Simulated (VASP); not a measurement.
The system is K3Re.

```xyz
4
Lattice="0.0000 4.4166 4.4166 4.4166 0.0000 4.4166 4.4166 4.4166 0.0000" Properties=species:S:1:pos:R:3 pbc="T T T"
K     6.6249    6.6249    6.6249
K     2.2083    2.2083    2.2083
K     4.4166    4.4166    4.4166
Re    0.0000    0.0000    0.0000
```

```yaml
Program: VASP 6.6.1
Task: relaxation of cell and atoms
Functional: PBE
Potentials_or_basis: VASP PAW PBE potentials, release 64 (K_sv, Re)
Cutoff: 600 eV
k_mesh: 4 × 4 × 4
Occupations: methfessel-paxton, width 0.05 eV
Spin: no spin polarisation
```

At the start: pressure -1.4 GPa; volume 43.08 Å³/atom.

Task: How do energy, volume and symmetry change on relaxing?

Result: Over 4 steps the energy falls by 30.6 meV/atom and the volume is 36.77 Å³/atom (-14.6 %); space group Fm-3m (No. 225, to 0.1 Å) before and after.

Step by step:
| step | energy change (eV) | largest force (eV/Å) | pressure (GPa) | volume (Å³) |
| --- | --- | --- | --- | --- |
| 1 | 0.0000 | 0.0000 | -1.39 | 172.31 |
| 2 | -0.0686 | 0.0000 | -1.01 | 163.17 |
| 3 | -0.1207 | 0.0000 | -0.20 | 150.02 |
| 4 | -0.1223 | 0.0000 | 0.02 | 147.09 |

Final structure:
```cif
data_structure
_symmetry_space_group_name_H-M 'P 1'
_symmetry_Int_Tables_number 1
_cell_length_a 5.9252
_cell_length_b 5.9252
_cell_length_c 5.9252
_cell_angle_alpha 60.000
_cell_angle_beta 60.000
_cell_angle_gamma 60.000
_cell_volume 147.09
loop_
_atom_site_label
_atom_site_type_symbol
_atom_site_fract_x
_atom_site_fract_y
_atom_site_fract_z
_atom_site_occupancy
K1 K 0.75000 0.75000 0.75000 1
K2 K 0.25000 0.25000 0.25000 1
K3 K 0.50000 0.50000 0.50000 1
Re1 Re 0.00000 0.00000 0.00000 1
```
